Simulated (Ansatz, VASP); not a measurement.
# One calculation of AlGaN2, two programs

INCAR

```
PREC = Accurate
ENCUT = 520
EDIFF = 1E-7
ISMEAR = 0
SIGMA = 0.05
LREAL = False
LASPH = True
NELM = 80
ALGO = Normal
ISIF = 2
LWAVE = False
LCHARG = False
GGA = CA
NBANDS = 21
```

KPOINTS

```
Automatic mesh
0
Gamma
  8 8 6
```

POSCAR

```
AlGaN2
1.0
    3.2293986565      0.0000000000      0.0000000000
    0.0000000000      3.2293986565      0.0000000000
    0.0000000000      0.0000000000      4.1846367088
Al Ga N
1 1 2
Direct
    0.5000000000      0.5000000000      0.5000000000
    0.0000000000      0.0000000000      0.0000000000
    0.5000000000      0.0000000000      0.7382648100
    0.0000000000      0.5000000000      0.2617351900
```

Input for Ansatz:

```yaml
crystal:
  lattice:
    - [3.2293986565, 0.0, 0.0]
    - [0.0, 3.2293986565, 0.0]
    - [0.0, 0.0, 4.1846367088]
  atoms:
    - { symbol: Al, position: [0.5, 0.5, 0.5] }
    - { symbol: Ga, position: [0.0, 0.0, 0.0] }
    - { symbol: "N", position: [0.5, 0.0, 0.73826481] }
    - { symbol: "N", position: [0.0, 0.5, 0.26173519] }
basis:
  ecutwfc: 420
kpoints:
  mp_grid: { grid: [8, 8, 6] }
hamiltonian:
  xc: lda
scf:
  occupations: { method: gaussian, width: 0.05 }
output:
  forces: true
  stress: true
  eigenvalues: true
```

Alike in both runs: task single point; functional LDA; k mesh 8 × 8 × 6; occupations gaussian, width 0.05 eV; no spin polarisation.

```csv
,VASP,Ansatz
version,VASP 6.6.1,Ansatz 0.2.0
potentials or method,"VASP PAW LDA potentials, release 64 (Al, Ga_d, N), cutoff 520 eV","scalar-relativistic, plane waves, PAW"
valence electrons in the cell,26,26
```

Ansatz gave:

| Property | Result |
| --- | --- |
| gap on the k mesh at the Fermi level (eV) | 2.86 |
| least direct gap on the mesh (eV) | 2.86 |
| pressure (GPa) | -5.6 |
| traceless stress, the component that is largest in VASP (GPa) | 5.98 |
| rms of the force components (eV/Å) | 0.015 |

Task: What did VASP give for the same quantities?

Result: gap on the k mesh at the Fermi level (eV): 2.88; least direct gap on the mesh (eV): 2.88; pressure (GPa): -4.9; traceless stress, the component that is largest in VASP (GPa): 5.92; rms of the force components (eV/Å): 0.004.

LDA's correlation is that of Perdew and Zunger in VASP and of Perdew and Wang (1992) in Ansatz. Atom by atom the forces differ by 0.011 eV/Å (rms over components).
